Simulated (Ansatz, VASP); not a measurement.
## Two plane-wave programs on Hf

```
CELL_PARAMETERS angstrom
-1.89525 1.89525 1.71475
1.89525 -1.89525 1.71475
1.89525 1.89525 -1.71475
ATOMIC_POSITIONS crystal
Hf 0.00000 0.00000 0.00000
```

Change from the starting cell: strain +0.050 along x and y, -0.050 along z, atoms carried along.

Alike in both runs: task single point; functional PBEsol; k mesh 18 × 18 × 18; occupations gaussian, width 0.15 eV; no spin polarisation.

```csv
,VASP,Ansatz
version,VASP 6.6.1,Ansatz 0.2.0
potentials or method,"VASP PAW PBE potentials, release 64 (Hf_pv), cutoff 520 eV","scalar-relativistic, plane waves, PAW"
valence electrons in the cell,10,26
```

Ansatz gave:

* gap on the k mesh at the Fermi level (eV): none
* pressure (GPa): -12.1
* traceless stress, the component that is largest in VASP (GPa): -2.27

Question: Estimate VASP's values.

Answer: gap on the k mesh at the Fermi level (eV): none; pressure (GPa): -12.4; traceless stress, the component that is largest in VASP (GPa): -2.29.

VASP's potentials were made for PBE, not for PBEsol. A gap of «none» marks a metal or a gap that the smearing closes. The functional is the same, so the differences come from potentials, cutoffs and numerics. VASP's potentials hold 10 valence electrons a cell and Ansatz's 26, so a difference there can come from the potentials and not from the codes.

Neither program's run includes spin-orbit coupling.
